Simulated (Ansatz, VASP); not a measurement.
Ir in VASP and in Ansatz

The input POSCAR:

```
Ir
1.0
    0.0000000000      2.2161317680      1.4404856492
    2.2161317680      0.0000000000      1.4404856492
    2.2161317680      2.2161317680      0.0000000000
Ir
1
Direct
    0.0000000000      0.0000000000      0.0000000000
```

File INCAR.step1:

```
SYSTEM = Ir
PREC = Accurate
ENCUT = 520
ISMEAR = 0
SIGMA = 0.15
LREAL = .FALSE.
LASPH = .TRUE.
NELM = 100
NBANDS = 10
GGA = PE
ALGO = Normal
EDIFF = 1E-4
LWAVE = .TRUE.
LCHARG = .FALSE.
```

INCAR.step2

```
SYSTEM = Ir
PREC = Accurate
ENCUT = 520
EDIFF = 1E-7
ISMEAR = 0
SIGMA = 0.15
LREAL = .FALSE.
LASPH = .TRUE.
NELM = 100
ALGO = Normal
ISIF = 2
LWAVE = .FALSE.
LCHARG = .FALSE.
METAGGA = R2SCAN
LMIXTAU = .TRUE.
NBANDS = 10
ISTART = 1
```

File KPOINTS:

```
regular mesh
0
G
  24 24 24
  0 0 0
```

Input for Ansatz:

```yaml
crystal:
  lattice:
    - [0.0, 2.216131768, 1.4404856492]
    - [2.216131768, 0.0, 1.4404856492]
    - [2.216131768, 2.216131768, 0.0]
  atoms:
    - { symbol: Ir, position: [0.0, 0.0, 0.0] }
basis:
  ecutwfc: 500
kpoints:
  mp_grid: { grid: [24, 24, 24] }
hamiltonian:
  xc: r2scan
scf:
  occupations: { method: gaussian, width: 0.15 }
output:
  forces: true
  stress: true
  eigenvalues: true
```

Alike in both runs: task single point; functional r2SCAN; k mesh 24 × 24 × 24; occupations gaussian, width 0.15 eV; no spin polarisation.

|  | VASP | Ansatz |
| --- | --- | --- |
| version | VASP 6.6.1 | Ansatz 0.2.0 |
| potentials or method | VASP PAW PBE potentials, release 64 (Ir), cutoff 520 eV | scalar-relativistic, plane waves, PAW |
| valence electrons in the cell | 9 | 17 |

Ansatz gave:

| Quantity | Value |
| --- | --- |
| gap on the k mesh at the Fermi level (eV) | none |
| pressure (GPa) | 12.6 |
| traceless stress, the component that is largest in VASP (GPa) | -26.69 |

Which values does VASP return?

gap on the k mesh at the Fermi level (eV): none; pressure (GPa): 15.4; traceless stress, the component that is largest in VASP (GPa): -26.61.

VASP's potentials were made for PBE, not for r2SCAN. A gap of «none» marks a metal or a gap that the smearing closes. VASP's potentials hold 9 valence electrons a cell and Ansatz's 17, so a difference there can come from the potentials and not from the codes.

Neither program's run includes spin-orbit coupling.
